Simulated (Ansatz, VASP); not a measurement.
YAl7N8: VASP beside Ansatz

The input INCAR:

```
PREC = Accurate
ENCUT = 520
EDIFF = 1E-6
ISMEAR = 0
SIGMA = 0.01
LREAL = Auto
LASPH = T
NELM = 80
ALGO = Normal
ISIF = 2
LWAVE = F
LCHARG = T
GGA = PS
LELF = T
LVHAR = T
NBANDS = 50
```

The input KPOINTS:

```
Automatic mesh
0
Gamma
  6 6 6
```

Contents of POSCAR:

```
YAl7N8
1.0
    3.1921404571     -0.0214751083      5.0848961774
    3.1921404571      0.0214751083     -5.0848961774
   -3.1921404571      5.5642344291     -0.0233967361
Y Al N
1 7 8
Direct
    0.1606198199      0.1795791286      0.3401989455
    0.1614271227      0.1812122073      0.8352431716
    0.6537943658      0.6751427285      0.3289370913
    0.6540309673      0.6738160519      0.8352431716
    0.0750036160      0.5897921780      0.1615622813
    0.5717701003      0.0865586623      0.1615622813
    0.0711919559      0.5999265936      0.6711185525
    0.5805342368      0.0877301632      0.6682644031
    0.3833500288      0.9516497729      0.3349997987
    0.8679041376      0.4638376185      0.3317417531
    0.3667690370      0.9715944310      0.8315399639
    0.8599455359      0.4647709300      0.8315399639
    0.2878554685      0.3941428483      0.1540371468
    0.2859153403      0.4063706832      0.6922860266
    0.7598942955      0.8661816753      0.1540371468
    0.7879939716      0.8796943274      0.6676883020
```

Input for Ansatz:

```yaml
crystal:
  lattice:
    - [3.1921404571, -0.0214751083, 5.0848961774]
    - [3.1921404571, 0.0214751083, -5.0848961774]
    - [-3.1921404571, 5.5642344291, -0.0233967361]
  atoms:
    - { symbol: "Y", position: [0.1606198199, 0.1795791286, 0.3401989455] }
    - { symbol: Al, position: [0.1614271227, 0.1812122073, 0.8352431716] }
    - { symbol: Al, position: [0.6537943658, 0.6751427285, 0.3289370913] }
    - { symbol: Al, position: [0.6540309673, 0.6738160519, 0.8352431716] }
    - { symbol: Al, position: [0.075003616, 0.589792178, 0.1615622813] }
    - { symbol: Al, position: [0.5717701003, 0.0865586623, 0.1615622813] }
    - { symbol: Al, position: [0.0711919559, 0.5999265936, 0.6711185525] }
    - { symbol: Al, position: [0.5805342368, 0.0877301632, 0.6682644031] }
    - { symbol: "N", position: [0.3833500288, 0.9516497729, 0.3349997987] }
    - { symbol: "N", position: [0.8679041376, 0.4638376185, 0.3317417531] }
    - { symbol: "N", position: [0.366769037, 0.971594431, 0.8315399639] }
    - { symbol: "N", position: [0.8599455359, 0.46477093, 0.8315399639] }
    - { symbol: "N", position: [0.2878554685, 0.3941428483, 0.1540371468] }
    - { symbol: "N", position: [0.2859153403, 0.4063706832, 0.6922860266] }
    - { symbol: "N", position: [0.7598942955, 0.8661816753, 0.1540371468] }
    - { symbol: "N", position: [0.7879939716, 0.8796943274, 0.667688302] }
basis:
  ecutwfc: 420
  xc_grid: 2
kpoints:
  mp_grid: { grid: [6, 6, 6] }
hamiltonian:
  xc: pbesol
  pseudopotentials: { kind: paw, azcp: { folder: soft_1 } }
scf:
  occupations: { method: fixed }
output:
  forces: true
  stress: true
  eigenvalues: true
  polarization: {}
```

Change from the starting cell: polar distortion scaled by 0.70.

Alike in both runs: task single point; functional PBEsol; k mesh 6 × 6 × 6; no spin polarisation.

```csv
,VASP,Ansatz
version,VASP 6.6.1,Ansatz 0.2.0
potentials or method,"VASP PAW PBE potentials, release 64 (Y_sv, Al, N), cutoff 520 eV","scalar-relativistic, plane waves, PAW"
occupations,"gaussian, width 0.01 eV",fixed
valence electrons in the cell,72,72
```

```tsv
	VASP	Ansatz	Ansatz less VASP
gap on the k mesh at the Fermi level (eV)	2.99	2.98	-0.009
least direct gap on the mesh (eV)	3.02	3.01	-0.011
pressure (GPa)	2.4	2.4	+0.02
traceless stress, the component that is largest in VASP (GPa)	-11.54	-11.42	+0.124
rms of the force components (eV/Å)	0.878	0.875	-0.0029
```

VASP's potentials were made for PBE, not for PBEsol, and Ansatz warns of the same on its side. Atom by atom the forces differ by 0.008 eV/Å (rms over components).
